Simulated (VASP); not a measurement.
Set up this calculation in VASP 6.6.1, as the native input.

- Task: relaxation of cell and atoms
- Functional: PBE
- Potentials or basis: VASP PAW PBE potentials, release 64 (B_h, N_h)
- Cutoff: 1330 eV
- k mesh: 12 × 12 × 4
- Occupations: gaussian, width 0.01 eV
- Spin: no spin polarisation
- Dipole correction: no
- Further INCAR settings: ALGO = Normal; EDIFF = 1e-07; IBRION = 2; EDIFFG = -0.002; NSW = 80; ISIF = 3

The structure of BN lies in POSCAR:

```
BN
1.0
    2.5040000000      0.0000000000      0.0000000000
   -1.2520000000      2.1685276111      0.0000000000
    0.0000000000      0.0000000000      6.6610000000
B N
2 2
Direct
    0.3333333333      0.6666666667      0.2500000000
    0.6666666667      0.3333333333      0.7500000000
    0.6666666667      0.3333333333      0.2500000000
    0.3333333333      0.6666666667      0.7500000000
```

These files were run (other wordings do the same):

INCAR

```
PREC     = Accurate       # precision mode
ENCUT    = 1330           # plane-wave cutoff, eV
EDIFF    = 1E-7           # SCF threshold, eV
ISMEAR   = 0              # smearing method
SIGMA    = 0.01           # smearing width, eV
LREAL    = False          # projectors in reciprocal space
LASPH    = True           # aspherical terms in the spheres
NELM     = 120            # most SCF steps
ALGO     = Normal         # electronic algorithm
ISIF     = 3              # what is computed and relaxed
LWAVE    = False          # write WAVECAR
LCHARG   = False          # write CHGCAR
GGA      = PE             # functional
IBRION   = 2              # ionic algorithm
NSW      = 80             # ionic steps
EDIFFG   = -0.002         # ionic threshold
GGA_COMPAT= False        
NELMIN   = 4
```

KPOINTS

```
regular mesh
0
Gamma
  12 12 4
```

Potentials or basis: VASP PAW PBE potentials, release 64 (B_h, N_h).

Run with:

```sh
$ cat potpaw_PBE.64/B_h/POTCAR potpaw_PBE.64/N_h/POTCAR > POTCAR
$ mpirun -np 1 vasp_std > vasp.out
```

Results of the run:

- Relaxed volume: 11.05 Å³/atom
- Relaxed cell: a = 2.512 Å, b = 2.512 Å, c = 8.089 Å, α = 90.00°, β = 90.00°, γ = 120.00°
- Space group after relaxing (to 0.1 Å): P6_3/mmc (No. 194)
- Energy gained by relaxing: 11.0 meV/atom
- Ionic steps: 27
- Pressure after relaxing: 0.0 GPa
- Band gap on the k mesh: 4.47 eV (least direct gap 4.66 eV)

Caveat: the volume moved by over 15 % at a fixed basis, so the end points are rough; this functional lacks dispersion, which binds layers or chains, so the pressure and a relaxed spacing across them are unreliable.

It took 18 min on 1 thread of Intel(R) Xeon(R) Platinum 8259CL CPU @ 2.50GHz (Skylake/Cascade Lake) (shared host), peak memory 0.32 GiB.
